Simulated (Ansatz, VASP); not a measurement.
This is a calculation of CoSi2 for Ansatz 0.2.0.

input.yaml

```yaml
crystal:
  lattice:
    - [0.0, 2.678, 2.678]
    - [2.678, 0.0, 2.678]
    - [2.678, 2.678, 0.0]
  atoms:
    - { symbol: Co, position: [0.0, 0.0, 0.0], spin: 0.5 }
    - { symbol: Si, position: [0.75, 0.75, 0.75] }
    - { symbol: Si, position: [0.25, 0.25, 0.25] }
hamiltonian:
  xc: pbe
  pseudopotentials: { kind: paw }
magnetization:
  spin_polarized: true
  initial_magnetization: 0.5
  spin_locking: { lock_magnetization: hard }
kpoints:
  mp_grid: { grid: [7, 7, 7] }
scf:
  occupations: { method: fermi_dirac, width: 0.05 }
  lower_state_search: "off"
output:
  forces: true
  stress: true
  eigenvalues: true
```

Potentials or basis: Ansatz PAW.

Command:

```sh
$ ansatz run input.yaml --threads 2 --pin off --max-ram 5632MiB --backend cpu --events-out ev --progress --plain --runs-dir out
```

Translate it to VASP 6.6.1. Potentials there: VASP PAW PBE potentials, release 64 (Co_sv, Si).

As run (the cutoff follows the program's own potentials):

File INCAR:

```
PREC     = Accurate       # precision mode
ENCUT    = 600            # plane-wave cutoff, eV
EDIFF    = 1E-6           # SCF threshold, eV
ISMEAR   = -1             # smearing method
SIGMA    = 0.05           # smearing width, eV
LREAL    = False          # projectors in reciprocal space
LASPH    = True           # aspherical terms in the spheres
NELM     = 200            # most SCF steps
ALGO     = Normal         # electronic algorithm
ISIF     = 2              # what is computed and relaxed
LWAVE    = False          # write WAVECAR
LCHARG   = False          # write CHGCAR
ISPIN    = 2              # spin polarisation
MAGMOM   = 0.5 0 0        # initial moments
LORBIT   = 11             # projections on sites
NUPDOWN  = 0.5            # fixed moment
LMAXMIX  = 4              # l up to which the mixer works
GGA      = PE             # functional
NBANDS   = 24             # bands
GGA_COMPAT= False
```

KPOINTS

```
regular mesh
0
Gamma
  7 7 7
```

File POSCAR:

```
CoSi2
1.0
    0.0000000000      2.6780000000      2.6780000000
    2.6780000000      0.0000000000      2.6780000000
    2.6780000000      2.6780000000      0.0000000000
Co Si
1 2
Direct
    0.0000000000      0.0000000000      0.0000000000
    0.7500000000      0.7500000000      0.7500000000
    0.2500000000      0.2500000000      0.2500000000
```

Potentials or basis: VASP PAW PBE potentials, release 64 (Co_sv, Si).

The run is started by

```console
$ cat potpaw_PBE.64/Co_sv/POTCAR potpaw_PBE.64/Si/POTCAR > POTCAR
$ mpirun -np 1 vasp_std > vasp.out
```

Both were run:

|  | VASP | Ansatz | Ansatz less VASP |
| --- | --- | --- | --- |
| pressure (GPa) | 0.1 | 1.2 | +1.15 |
| net moment per atom (μB) | 0.17 | 0.17 | 0.000 |
| size of the moment on the site where the two differ most (μB) | 0.26 | 0.28 | +0.011 |

Site moments also hang on the region over which each program counts them.
